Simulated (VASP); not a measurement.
# Mg32O31 (a cell with a defect) in VASP: single point with HSE06

Aim: the single point of Mg32O31 (a cell with a defect) with HSE06.

Program: VASP 6.6.1. These are calculated values, not measurements. Logs are shortened: lines on timing, memory, paths and dates and some standing lists are left out, and cuts for length are marked.

## (1) The cell of the first run

The cell holds a defect, 63 atoms: a = 8.429 Å, b = 8.429 Å, c = 8.429 Å, α = 90.00°, β = 90.00°, γ = 90.00°.

## (2) Single point, HSE06

Contents of POSCAR:

```
Mg32O31
1.0
    8.4288080000      0.0000000000      0.0000000000
    0.0000000000      8.4288080000      0.0000000000
    0.0000000000      0.0000000000      8.4288080000
O Mg
31 32
Direct
    0.2501170000      0.0001340000      0.0001260000
    0.2501170000      0.0001350000      0.5001500000
    0.2501060000      0.5001270000      0.0001380000
    0.7501110000      0.0001290000      0.0001300000
    0.7501040000      0.0001310000      0.5001240000
    0.7501240000      0.5001290000      0.0001340000
    0.7501150000      0.5001220000      0.5001020000
    0.0015890000      0.2515960000      0.0001440000
    0.0059040000      0.2559210000      0.5000850000
    0.0015910000      0.7486520000      0.0001400000
    0.0058540000      0.7444020000      0.5001230000
    0.4986270000      0.2516080000      0.0001270000
    0.4943760000      0.2558740000      0.5001330000
    0.4986540000      0.7486680000      0.0001140000
    0.4943160000      0.7443240000      0.5001780000
    0.0015850000      0.0001470000      0.2515960000
    0.0015840000      0.0001260000      0.7486610000
    0.0059150000      0.5000900000      0.2559260000
    0.0058510000      0.5001310000      0.7443920000
    0.4986250000      0.0001290000      0.2516230000
    0.4986560000      0.0001220000      0.7486660000
    0.4943870000      0.5001270000      0.2558520000
    0.4943270000      0.5001710000      0.7443600000
    0.2500750000      0.2559260000      0.2559320000
    0.2501100000      0.2558640000      0.7443960000
    0.2501200000      0.7444030000      0.2558620000
    0.2501560000      0.7443340000      0.7443390000
    0.7501210000      0.2515820000      0.2515850000
    0.7501270000      0.2516200000      0.7486400000
    0.7501070000      0.7486540000      0.2516190000
    0.7501090000      0.7486490000      0.7486510000
    0.9988930000      0.0001260000      0.0001240000
    0.9977020000      0.0000950000      0.5001100000
    0.9977030000      0.5001210000      0.0001150000
    0.9804400000      0.5001410000      0.5001280000
    0.5013390000      0.0001330000      0.0001480000
    0.5025400000      0.0002090000      0.5001550000
    0.5025330000      0.5001520000      0.0001930000
    0.5197800000      0.5001350000      0.5001520000
    0.2501040000      0.2477200000      0.0000790000
    0.2501150000      0.2304720000      0.5001340000
    0.2501300000      0.7525530000      0.0001750000
    0.2501310000      0.7698080000      0.5001390000
    0.7501190000      0.2489150000      0.0001410000
    0.7500900000      0.2477140000      0.5001190000
    0.7501190000      0.7513580000      0.0001450000
    0.7501420000      0.7525570000      0.5001580000
    0.2500840000      0.0000820000      0.2477110000
    0.2501320000      0.0001730000      0.7525520000
    0.2501290000      0.5001280000      0.2304750000
    0.2501150000      0.5001320000      0.7698000000
    0.7500990000      0.0001320000      0.2489120000
    0.7501410000      0.0001600000      0.7513540000
    0.7500350000      0.5001200000      0.2477220000
    0.7501760000      0.5001420000      0.7525650000
    0.0000460000      0.2500650000      0.2500630000
    0.0000970000      0.2501150000      0.7501850000
    0.0000840000      0.7501760000      0.2501090000
    0.0000680000      0.7501710000      0.7501670000
    0.5001650000      0.2500920000      0.2501010000
    0.5001460000      0.2501020000      0.7501560000
    0.5001340000      0.7501700000      0.2501010000
    0.5001960000      0.7501920000      0.7502080000
```

Contents of INCAR.step1:

```
PREC = Accurate ; ENCUT = 520
EDIFF = 1E-5 ; ISMEAR = -1
SIGMA = 0.05 ; LREAL = Auto
LASPH = True ; NELM = 80
ALGO = Normal ; ISIF = 2
LWAVE = True ; LCHARG = False
GGA = PE ; NELECT = 248.0
NBANDS = 162
```

Contents of INCAR.step2:

```
PREC = Accurate ; ENCUT = 520
EDIFF = 1E-6 ; ISMEAR = -1
SIGMA = 0.05 ; LREAL = Auto
LASPH = True ; NELM = 80
ALGO = Normal ; ISIF = 2
LWAVE = False ; LCHARG = False
GGA = PE ; LHFCALC = True
HFSCREEN = 0.2079 ; PRECFOCK = Fast
ISTART = 1 ; NELECT = 248.0
NBANDS = 162
```

Contents of KPOINTS:

```
Automatic mesh
0
Gamma
  1 1 1
```

Potentials or basis: VASP PAW PBE potentials, release 64 (O, Mg).

Command:

```
$ cat potpaw_PBE.64/O/POTCAR potpaw_PBE.64/Mg/POTCAR > POTCAR
$ cp INCAR.step1 INCAR
$ mpirun -np 1 vasp_gam > vasp.out
$ cp INCAR.step2 INCAR
$ mpirun -np 1 vasp_gam > vasp.out
```

OUTCAR:

```text
PREC = Accurate
   ENCUT = 520
   EDIFF = 1E-6
   ISMEAR = -1
   LREAL = Auto
   LASPH = True
   NELM = 80
   ISIF = 2
   GGA = PE
   LHFCALC = True
   HFSCREEN = 0.2079
   PRECFOCK = Fast
   ISTART = 1
   NELECT = 248.0

 ion  position               nearest neighbor table
   1  0.250  0.000  0.000-  49 2.09  42 2.09  48 2.09  40 2.09  36 2.12  32 2.12
   2  0.250  0.000  0.500-  43 1.94  41 1.94  49 2.13  33 2.13  37 2.13  48 2.13
   3  0.250  0.500  0.000-  50 1.94  51 1.94  34 2.13  40 2.13  42 2.13  38 2.13
   4  0.750  0.000  0.000-  46 2.10  36 2.10  53 2.10  32 2.10  52 2.10  44 2.10
   5  0.750  0.000  0.500-  37 2.09  47 2.09  45 2.09  33 2.09  52 2.12  53 2.12
   6  0.750  0.500  0.000-  55 2.09  34 2.09  54 2.09  38 2.09  44 2.12  46 2.12
[... 75 lines left out ...]
  57  0.000  0.250  0.750-   8 2.11  29 2.11  17 2.11  25 2.11  19 2.11   9 2.11  40 2.98  53 2.98
                            32 2.98  44 2.98  34 2.98  55 2.98  49 2.98  45 2.98  33 2.98  51 2.98
  58  0.000  0.750  0.250-  10 2.11  16 2.11  30 2.11  11 2.11  26 2.11  18 2.11  48 2.98  33 2.98
                            46 2.98  32 2.98  52 2.98  42 2.98  47 2.98  34 2.98  54 2.98  35 2.98
  59  0.000  0.750  0.750-  17 2.11  31 2.11  10 2.11  19 2.11  11 2.11  27 2.11  32 2.98  53 2.98
                            46 2.98  55 2.98  47 2.98  33 2.98  34 2.98  49 2.98  42 2.98  35 2.99
  60  0.500  0.250  0.250-  28 2.11  20 2.11  12 2.11  13 2.11  22 2.11  24 2.11  52 2.98  54 2.98
                            36 2.98  44 2.98  37 2.98  45 2.98  38 2.98  40 2.98  48 2.98  50 2.99
  61  0.500  0.250  0.750-  12 2.11  21 2.11  29 2.11  13 2.11  25 2.11  23 2.11  37 2.98  53 2.98
                            49 2.98  44 2.98  36 2.98  40 2.98  45 2.98  55 2.98  38 2.98  39 2.98
  62  0.500  0.750  0.250-  20 2.11  30 2.11  14 2.11  26 2.11  22 2.11  15 2.11  36 2.98  52 2.98
                            38 2.98  42 2.98  46 2.98  54 2.98  48 2.98  47 2.98  37 2.98  43 2.98
  63  0.500  0.750  0.750-  14 2.11  31 2.11  21 2.11  23 2.11  15 2.11  27 2.11  46 2.98  36 2.98
                            53 2.98  47 2.98  38 2.98  55 2.98  42 2.98  49 2.98  37 2.98  39 2.99

  LATTYP: Found a simple cubic cell.
 ALAT       =     8.4288080000

  Lattice vectors:

 A1 = (   8.4288080000,   0.0000000000,   0.0000000000)
 A2 = (   0.0000000000,   8.4288080000,   0.0000000000)
 A3 = (   0.0000000000,   0.0000000000,   8.4288080000)

Analysis of symmetry for initial positions (statically):
=====================================================================
 Subroutine PRICEL returns:
 Original cell was already a primitive cell.

 Routine SETGRP: Setting up the symmetry group for a
 simple cubic supercell.

 Subroutine GETGRP returns: Found  1 space group operations
 (whereof  1 operations were pure point group operations)
 out of a pool of 48 trial point group operations.

The static configuration has the point symmetry C_1 .

Analysis of symmetry for dynamics (positions and initial velocities):
=====================================================================
 Subroutine PRICEL returns:
 Original cell was already a primitive cell.

 Routine SETGRP: Setting up the symmetry group for a
 simple cubic supercell.

 Subroutine GETGRP returns: Found  1 space group operations
 (whereof  1 operations were pure point group operations)
 out of a pool of 48 trial point group operations.

The dynamic configuration has the point symmetry C_1 .

 Subroutine INISYM returns: Found  1 space group operations
 (whereof  1 operations are pure point group operations),
 and found     1 'primitive' translations

----------------------------------------------------------------------------------------

                                     Primitive cell

  volume of cell :     598.8230

  direct lattice vectors                    reciprocal lattice vectors
     8.428808000  0.000000000  0.000000000     0.118640738  0.000000000  0.000000000
     0.000000000  8.428808000  0.000000000     0.000000000  0.118640738  0.000000000
[... 157 lines left out ...]
 Subroutine IBZKPT returns following result:
 ===========================================

 Found      1 irreducible k-points:

 Following reciprocal coordinates:
            Coordinates               Weight
  0.000000  0.000000  0.000000      1.000000
   k-points           NKPTS =      1   k-points in BZ     NKDIM =      1   number of bands    NBANDS=    162
   number of dos      NEDOS =    301   number of ions     NIONS =     63
   total plane-waves  NPLWV = 262144
   dimension x,y,z NGX =    64 NGY =   64 NGZ =   64
   dimension x,y,z NGXF=   128 NGYF=  128 NGZF=  128
   ions per type =              31  32
   NGX,Y,Z   is equivalent  to a cutoff of  12.62, 12.62, 12.62 a.u.
   NGXF,Y,Z  is equivalent  to a cutoff of  25.25, 25.25, 25.25 a.u.
 SYSTEM =  unknown system
   PREC   = accura    normal or accurate (medium, high low for compatibility)
   ISTART =      1    job   : 0-new  1-cont  2-samecut
   ICHARG =      0    charge: 1-file 2-atom 10-const
   ISPIN  =      1    spin polarized calculation?
   LNONCOLLINEAR =      F non collinear calculations
   LSORBIT =      F    spin-orbit coupling
   LASPH  =      T    aspherical Exc in radial PAW
   ENCUT  =  520.0 eV  38.22 Ry    6.18 a.u.  15.67 15.67 15.67*2*pi/ulx,y,z
   NELM   =     80;   NELMIN=  2; NELMDL=  0     # of ELM steps
   EDIFF  = 0.1E-05   stopping-criterion for ELM
   LREAL  =      T    real-space projection
   EDIFFG = 0.1E-04   stopping-criterion for IOM
   NSW    =      0    number of steps for IOM
   IBRION =     -1    ionic relax: 0-MD 1-quasi-New 2-CG
   NFREE  =      0    steps in history (QN), initial steepest desc. (CG)
   ISIF   =      2    stress and relaxation
   ISYM   =      3    0-nonsym 1-usesym 2-fastsym
   POTIM  = 0.5000    time-step for ionic-motion
   TEBEG  =    0.0;   TEEND  =   0.0 temperature during run
   PSTRESS=    0.0 pullay stress
   NELECT =     248.0000    total number of electrons
   NUPDOWN=      -1.0000    fix difference up-down
   EMIN   =  10.00;   EMAX   =-10.00  energy-range for DOS
   EFERMI =   0.00;   METHOD = LEGACY
   ISMEAR =    -1;   SIGMA  =   0.05  broadening in eV -4-tet -1-fermi 0-gaus
   EFERMI_NEDOS =   21; number of points for ismear=-14 and -15
   IALGO  =     38    algorithm
   IMIX   =      1    mixing-type and parameters
     AMIX     =   0.40;   BMIX     =  1.00
     AMIX_MAG =   1.60;   BMIX_MAG =  1.00
  volume/ion in A,a.u.               =       9.51        64.14
  Fermi-wavevector in a.u.,A,eV,Ry     =   1.220279  2.305993 20.260183  1.489081
  Thomas-Fermi vector in A             =   2.355502
   LORBIT       =      0    0 simple, 1 ext, 2 COOP (PROOUT), +10 PAW based schemes
   GGA     = PE    functional components
   LHFCALC =     T    Hartree Fock is set to
   PRECFOCK=fast      Normal, Fast or Accurate (Low or Medium for compatibility)
   ENCUT4O =  -1.0   cutoff for four orbital integrals eV
   NKREDX  =     1    reduce k-point grid by
   NKREDY  =     1    reduce k-point grid by
   NKREDZ  =     1    reduce k-point grid by
   AEXX    =    0.2500 exact exchange contribution
   HFSCREEN=    0.2079 screening length (either q_TF or 0.3 A-1)
   HFSCREENC=   0.2079 screening length for correlation (either q_TF or 0.3 A-1)
   ENCUTFOCK=  -1.0 apply spherical cutoff to Coloumb kernel
   IVDW    =     0    specifies the selected vdW correction
   LEPSILON=     F    determine dielectric tensor
   LRPA    =     F    only Hartree local field effects (RPA)
 non-spin polarized calculation
  energy-cutoff  :      520.00
  volume of cell :      598.82
 maximum number of plane-waves:      8068
 NGX is ok and might be reduce to    64
  NGX = 32; NGY = 32; NGZ = 32

 number of electron     247.9999952 magnetization

 Free energy of the ion-electron system (eV)
  ---------------------------------------------------
  ext. energy  EPLUGINS =         0.00000000
  ---------------------------------------------------
  free energy    TOTEN  =      -451.46026007 eV

  energy without entropy =     -451.46026007  energy(sigma->0) =     -451.46026007

 E-fermi :   3.1068     XC(G=0):  -8.9762

 val. band max:        1.8382916698   @ k =   0.0000   0.0000   0.0000
 cond. band min:       5.5696382526   @ k =   0.0000   0.0000   0.0000
 fundamental gap:      3.7313465828
 Fermi energy:         3.1068261688

 k-point     1 :       0.0000    0.0000    0.0000
  band No.  band energies     occupation
      1     -16.8909      2.00000
      2     -16.2538      2.00000
      3     -16.2538      2.00000
      4     -16.1226      2.00000
      5     -16.1224      2.00000
      6     -16.1200      2.00000
[... 128 lines left out ...]
    135      11.7399      0.00000
    136      12.3100      0.00000
 [bands above 136 left out]

------------------------ aborting loop because EDIFF is reached ----------------------------------------

  FORCE on cell =-STRESS in cart. coord.  units (eV):
  Direction    XX          YY          ZZ          XY          YZ          ZX
  --------------------------------------------------------------------------------------
  -------------------------------------------------------------------------------------
  Total      -18.0608727    -18.0618968    -18.0624555     -0.0139401     -0.0053070     -0.0146864
  in kB      -48.3226596    -48.3253997    -48.3268947     -0.0372974     -0.0141992     -0.0392941
  external PRESSURE =     -48.3249847 kB  Pullay stress =       0.0000000 kB

 VOLUME and BASIS-vectors are now :
 -----------------------------------------------------------------------------
  energy-cutoff  :      520.00
  volume of cell :      598.82
      direct lattice vectors                 reciprocal lattice vectors
     8.428808000  0.000000000  0.000000000     0.118640738  0.000000000  0.000000000
     0.000000000  8.428808000  0.000000000     0.000000000  0.118640738  0.000000000
     0.000000000  0.000000000  8.428808000     0.000000000  0.000000000  0.118640738

 POSITION                                       TOTAL-FORCE (eV/Angst)
 -----------------------------------------------------------------------------------
      2.10819      0.00113      0.00106        -0.001499     -0.001775     -0.000823
      2.10819      0.00114      4.21567        -0.001301     -0.000795     -0.002601
      2.10810      4.21547      0.00116        -0.000217     -0.000624     -0.001690
      6.32254      0.00109      0.00110        -0.000699     -0.000884     -0.001030
      6.32248      0.00110      4.21545         0.000054     -0.000568     -0.000494
      6.32265      4.21549      0.00113        -0.001930     -0.001188     -0.000698
[... 55 lines left out ...]
      4.21553      6.32304      2.10805         0.015522      0.014437     -0.009744
      4.21606      6.32322      6.32336         0.008219      0.009959      0.008598
 -----------------------------------------------------------------------------------
    total drift:                               -0.009243     -0.011247     -0.011656

  FREE ENERGIE OF THE ION-ELECTRON SYSTEM (eV)
  ---------------------------------------------------
  free  energy   TOTEN  =      -451.4602600697 eV

  energy  without entropy=     -451.4602600696  energy(sigma->0) =     -451.46026007
```

Run time: 14 min. Hardware: 1 thread of AMD EPYC 7R13 (Zen 3), shared host; peak memory 0.82 GiB.

What came out:

| Quantity | Value |
| --- | --- |
| Free energy | -451.4603 eV |
| Largest force | 0.258 eV/Å |

Forces on the atoms (eV/Å):
```
O   -0.001 -0.002 -0.001
O   -0.001 -0.001 -0.003
O    0.000 -0.001 -0.002
O   -0.001 -0.001 -0.001
O    0.000 -0.001  0.000
O   -0.002 -0.001 -0.001
O   -0.002 -0.001  0.001
O    0.011  0.012 -0.003
O    0.055  0.056  0.007
O    0.012 -0.011  0.001
O    0.060 -0.058  0.002
O   -0.011  0.011  0.002
O   -0.058  0.060  0.001
O   -0.013 -0.013  0.006
O   -0.055 -0.054 -0.005
O    0.011 -0.003  0.012
O    0.012  0.002 -0.013
O    0.055  0.007  0.055
O    0.060  0.001 -0.058
O   -0.011  0.002  0.011
O   -0.013  0.005 -0.013
O   -0.059  0.002  0.061
O   -0.055 -0.006 -0.056
O    0.006  0.056  0.056
O    0.001  0.061 -0.059
O    0.001 -0.059  0.060
O   -0.005 -0.054 -0.054
O   -0.002  0.013  0.013
O    0.001  0.011 -0.010
O    0.001 -0.012  0.011
O    0.004 -0.011 -0.011
Mg   0.002  0.000  0.000
Mg  -0.010  0.005  0.002
Mg  -0.010  0.002  0.005
Mg  -0.255 -0.003 -0.003
Mg  -0.003  0.001 -0.001
Mg   0.009 -0.008 -0.001
Mg   0.010 -0.002 -0.007
Mg   0.258  0.002  0.001
Mg   0.002 -0.011  0.007
Mg  -0.003 -0.257 -0.003
Mg  -0.001  0.009 -0.006
Mg   0.001  0.257  0.002
Mg  -0.001  0.002 -0.002
Mg   0.005 -0.010  0.001
Mg   0.001 -0.003  0.000
Mg  -0.005  0.009 -0.002
Mg   0.003  0.007 -0.010
Mg  -0.001 -0.006  0.010
Mg  -0.004 -0.003 -0.257
Mg   0.002  0.003  0.258
Mg   0.000 -0.001  0.002
Mg  -0.002 -0.001 -0.003
Mg   0.008  0.002 -0.011
Mg  -0.006 -0.001  0.009
Mg  -0.008 -0.008 -0.009
Mg  -0.015 -0.015  0.008
Mg  -0.015  0.009 -0.015
Mg  -0.009  0.014  0.014
Mg   0.008 -0.014 -0.015
Mg   0.015 -0.010  0.016
Mg   0.016  0.014 -0.010
Mg   0.008  0.010  0.009
```

Caveat: the k points lie up to 0.75 Å⁻¹ apart; the cell carries a net charge on a neutralising background, which shifts energy and pressure; the cell is charged against a uniform background, so pressure and absolute levels hang on convention; the PAW data sets were made with another functional, which shifts forces and pressure a little.
